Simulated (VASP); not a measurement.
# NdSi3 (Pm-3m) in VASP: a series of runs, part 2 of 2

VASP 6.6.1. The steps go on from the part before.

## 3. Single point, PBEsol, collinear spin, ferromagnetic start

This run uses another cell than the first one, of 18.99 Å³/atom.

INCAR reads:

```
ALGO = Normal
EDIFF = 1E-7
ENCUT = 520
GGA = PS
ISIF = 2
ISMEAR = 0
ISPIN = 2
LASPH = True
LCHARG = True
LELF = True
LMAXMIX = 6
LORBIT = 11
LREAL = False
LVHAR = True
LWAVE = False
MAGMOM = 3 0 0 0
NBANDS = 25
NELM = 150
PREC = Accurate
SIGMA = 0.05
```

KPOINTS reads:

```
k-points
0
Gamma
  8 8 8
```

POSCAR reads:

```
NdSi3
1.0
    4.2348944718      0.0000000000      0.0000000000
    0.0000000000      4.2348944718      0.0000000000
    0.0000000000      0.0000000000      4.2348944718
Nd Si
1 3
Direct
    0.0000000000      0.0000000000      0.0000000000
    0.0000000000      0.5000000000      0.5000000000
    0.5000000000      0.5000000000      0.0000000000
    0.5000000000      0.0000000000      0.5000000000
```

Potentials or basis: VASP PAW PBE potentials, release 64 (Nd, Si).

Launch:

```bash
$ cat potpaw_PBE.64/Nd/POTCAR potpaw_PBE.64/Si/POTCAR > POTCAR
$ mpirun -np 1 vasp_std > vasp.out
```

OUTCAR:

```text
EDIFF = 1E-7
   ENCUT = 520
   GGA = PS
   ISIF = 2
   ISMEAR = 0
   ISPIN = 2
   LASPH = True
   LORBIT = 11
   LREAL = False
   NELM = 150
   PREC = Accurate

 ion  position               nearest neighbor table
   1  0.000  0.000  0.000-   2 2.99   3 2.99   4 2.99   2 2.99   4 2.99   2 2.99   3 2.99   2 2.99
                             3 2.99   4 2.99   4 2.99   3 2.99
   2  0.000  0.500  0.500-   1 2.99   3 2.99   4 2.99   1 2.99   3 2.99   1 2.99   4 2.99   1 2.99
                             3 2.99   4 2.99   3 2.99   4 2.99
   3  0.500  0.500  0.000-   1 2.99   2 2.99   4 2.99   2 2.99   4 2.99   1 2.99   4 2.99   4 2.99
                             1 2.99   2 2.99   2 2.99   1 2.99
   4  0.500  0.000  0.500-   1 2.99   2 2.99   3 2.99   1 2.99   3 2.99   2 2.99   3 2.99   3 2.99
                             1 2.99   2 2.99   1 2.99   2 2.99

  LATTYP: Found a simple cubic cell.
 ALAT       =     4.2348944718

  Lattice vectors:

 A1 = (   4.2348944718,   0.0000000000,   0.0000000000)
 A2 = (   0.0000000000,   4.2348944718,   0.0000000000)
 A3 = (   0.0000000000,   0.0000000000,   4.2348944718)

Analysis of symmetry for initial positions (statically):
=====================================================================
 Subroutine PRICEL returns:
 Original cell was already a primitive cell.

 Routine SETGRP: Setting up the symmetry group for a
 simple cubic supercell.

 Subroutine GETGRP returns: Found 48 space group operations
 (whereof 48 operations were pure point group operations)
 out of a pool of 48 trial point group operations.

The static configuration has the point symmetry O_h .

Analysis of symmetry for dynamics (positions and initial velocities):
=====================================================================
 Subroutine PRICEL returns:
 Original cell was already a primitive cell.

 Routine SETGRP: Setting up the symmetry group for a
 simple cubic supercell.

 Subroutine GETGRP returns: Found 48 space group operations
 (whereof 48 operations were pure point group operations)
 out of a pool of 48 trial point group operations.

The dynamic configuration has the point symmetry O_h .

Analysis of structural, dynamic, and magnetic symmetry:
=====================================================================
 Subroutine PRICEL returns:
 Original cell was already a primitive cell.

 Routine SETGRP: Setting up the symmetry group for a
 simple cubic supercell.

 Subroutine GETGRP returns: Found 48 space group operations
 (whereof 48 operations were pure point group operations)
 out of a pool of 48 trial point group operations.

The overall configuration has the point symmetry O_h .

 Subroutine INISYM returns: Found 48 space group operations
 (whereof 48 operations are pure point group operations),
 and found     1 'primitive' translations

----------------------------------------------------------------------------------------

                                     Primitive cell

  volume of cell :      75.9500

  direct lattice vectors                    reciprocal lattice vectors
     4.234894472  0.000000000  0.000000000     0.236133393  0.000000000  0.000000000
     0.000000000  4.234894472  0.000000000     0.000000000  0.236133393  0.000000000
     0.000000000  0.000000000  4.234894472     0.000000000  0.000000000  0.236133393

  length of vectors
[... 91 lines left out ...]
   NFREE  =      0    steps in history (QN), initial steepest desc. (CG)
   ISIF   =      2    stress and relaxation
   ISYM   =      2    0-nonsym 1-usesym 2-fastsym
   POTIM  = 0.5000    time-step for ionic-motion
   TEBEG  =    0.0;   TEEND  =   0.0 temperature during run
   PSTRESS=    0.0 pullay stress
   NELECT =      26.0000    total number of electrons
   NUPDOWN=      -1.0000    fix difference up-down
   EMIN   =  10.00;   EMAX   =-10.00  energy-range for DOS
   EFERMI =   0.00;   METHOD = LEGACY
   ISMEAR =     0;   SIGMA  =   0.05  broadening in eV -4-tet -1-fermi 0-gaus
   EFERMI_NEDOS =   21; number of points for ismear=-14 and -15
   IALGO  =     38    algorithm
   IMIX   =      4    mixing-type and parameters
     AMIX     =   0.40;   BMIX     =  1.00
     AMIX_MAG =   1.60;   BMIX_MAG =  1.00
  volume/ion in A,a.u.               =      18.99       128.13
  Fermi-wavevector in a.u.,A,eV,Ry     =   1.145223  2.164157 17.844523  1.311535
  Thomas-Fermi vector in A             =   2.281912
   LORBIT       =     11    0 simple, 1 ext, 2 COOP (PROOUT), +10 PAW based schemes
   GGA     = PS    functional components
   LHFCALC =     F    Hartree Fock is set to
   AEXX    =    0.0000 exact exchange contribution
   IVDW    =     0    specifies the selected vdW correction
   LEPSILON=     F    determine dielectric tensor
   LRPA    =     F    only Hartree local field effects (RPA)
 spin polarized calculation
 Gauss-broadening in eV      SIGMA  =   0.05
  energy-cutoff  :      520.00
  volume of cell :       75.95
 maximum number of plane-waves:      2103
 NGX is ok and might be reduce to    32
   NGX = 15   NGY = 15   NGZ = 15

 number of electron      25.9999999 magnetization       0.1376835

 number of electron      25.9999999 magnetization      -0.0634030

 Free energy of the ion-electron system (eV)
  ---------------------------------------------------
  ext. energy  EPLUGINS =         0.00000000
  ---------------------------------------------------
  free energy    TOTEN  =       -24.64603848 eV

  energy without entropy =      -24.63156743  energy(sigma->0) =      -24.63880295

 E-fermi :   7.3304     XC(G=0): -10.9374

 val. band max:        7.3284630153   @ k =   0.2500   0.1250   0.1250
 cond. band min:       7.3326326495   @ k =   0.5000   0.2500   0.2500
 fundamental gap:      0.0041696342
 Fermi energy:         7.3303614676

 spin component 1

 k-point     1 :       0.0000    0.0000    0.0000
  band No.  band energies     occupation
      1     -29.1388      1.00000
      2     -10.4737      1.00000
      3     -10.4737      1.00000
      4     -10.4737      1.00000
      5      -3.6758      1.00000
      6       2.1514      1.00000
[... 661 lines left out ...]
     24      12.2002      0.00000
     25      13.0865      0.00000

 [... further k-points ...]

 spin component 2

 k-point     1 :       0.0000    0.0000    0.0000
  band No.  band energies     occupation
      1     -29.1718      1.00000
      2     -10.4992      1.00000
      3     -10.4992      1.00000
      4     -10.4992      1.00000
      5      -3.6766      1.00000
      6       2.1512      1.00000
[... 661 lines left out ...]
     24      12.1829      0.00000
     25      13.0795      0.00000

 [... further k-points ...]

------------------------ aborting loop because EDIFF is reached ----------------------------------------

  FORCE on cell =-STRESS in cart. coord.  units (eV):
  Direction    XX          YY          ZZ          XY          YZ          ZX
  --------------------------------------------------------------------------------------
  -------------------------------------------------------------------------------------
  Total       -5.4019095     -5.4019095     -5.4019095     -0.0000000     -0.0000000     -0.0000000
  in kB     -113.9541401   -113.9541401   -113.9541401     -0.0000000     -0.0000000     -0.0000000
  external PRESSURE =    -113.9541401 kB  Pullay stress =       0.0000000 kB

 VOLUME and BASIS-vectors are now :
 -----------------------------------------------------------------------------
  energy-cutoff  :      520.00
  volume of cell :       75.95
      direct lattice vectors                 reciprocal lattice vectors
     4.234894472  0.000000000  0.000000000     0.236133393  0.000000000  0.000000000
     0.000000000  4.234894472  0.000000000     0.000000000  0.236133393  0.000000000
     0.000000000  0.000000000  4.234894472     0.000000000  0.000000000  0.236133393

 POSITION                                       TOTAL-FORCE (eV/Angst)
 -----------------------------------------------------------------------------------
      0.00000      0.00000      0.00000         0.000000      0.000000      0.000000
      0.00000      2.11745      2.11745         0.000000      0.000000      0.000000
      2.11745      2.11745      0.00000         0.000000      0.000000      0.000000
      2.11745      0.00000      2.11745         0.000000      0.000000      0.000000
 -----------------------------------------------------------------------------------
    total drift:                               -0.000000      0.000000     -0.000000

  FREE ENERGIE OF THE ION-ELECTRON SYSTEM (eV)
  ---------------------------------------------------
  free  energy   TOTEN  =       -24.6460384771 eV

  energy  without entropy=      -24.6315674272  energy(sigma->0) =      -24.63880295

 total charge

# of ion       s       p       d       f       tot
--------------------------------------------------
    1        1.962   5.300   0.687   3.114  11.063
    2        0.822   0.725   0.000   0.000   1.547
    3        0.822   0.725   0.000   0.000   1.547
    4        0.822   0.725   0.000   0.000   1.547
--------------------------------------------------
tot          4.428   7.474   0.687   3.114  15.703

 magnetization (x)

# of ion       s       p       d       f       tot
--------------------------------------------------
    1       -0.000   0.000  -0.004  -0.047  -0.051
    2       -0.001   0.006   0.000   0.000   0.005
    3       -0.001   0.006   0.000   0.000   0.005
    4       -0.001   0.006   0.000   0.000   0.005
--------------------------------------------------
tot         -0.004   0.018  -0.004  -0.047  -0.037
```

stdout:

```text
POSCAR found type information on POSCAR NdSi
 POSCAR found :  2 types and       4 ions
 scaLAPACK will be used
 -----------------------------------------------------------------------------
|                                                                             |
|                                                                             |
|     You enforced a specific xc type in the INCAR file but a different       |
|     I HOPE YOU KNOW WHAT YOU ARE DOING!                                     |
|                                                                             |
 -----------------------------------------------------------------------------

 LDA part: xc-table for (Slater+PW92), standard interpolation
 POSCAR, INCAR and KPOINTS ok, starting setup
 FFT: planning ... GRIDC
 FFT: planning ... GRID_SOFT
 FFT: planning ... GRID
 WAVECAR not read
 entering main loop
```

Wall time 10 min (1 thread of Intel Xeon 8259CL, shared host); peak memory 0.28 GiB.

What came out:

```
Free energy                                           : -24.6460 eV
Pressure                                              : -11.4 GPa
Net moment                                            : -0.06 μB per cell
Site moments                                          : Nd -0.05; Si +0.01 μB
Valence electrons inside the program's atomic spheres : Nd 11.06; Si 1.55
```

Caveat: the magnetic or orbital state may not be the lowest; the cell stands under tension; the PAW data sets were made with another functional, which shifts forces and pressure a little; spin-orbit coupling is left out, which moves the levels of the heavy elements; semilocal functionals describe open f shells poorly, which spoils levels, moments and volumes.
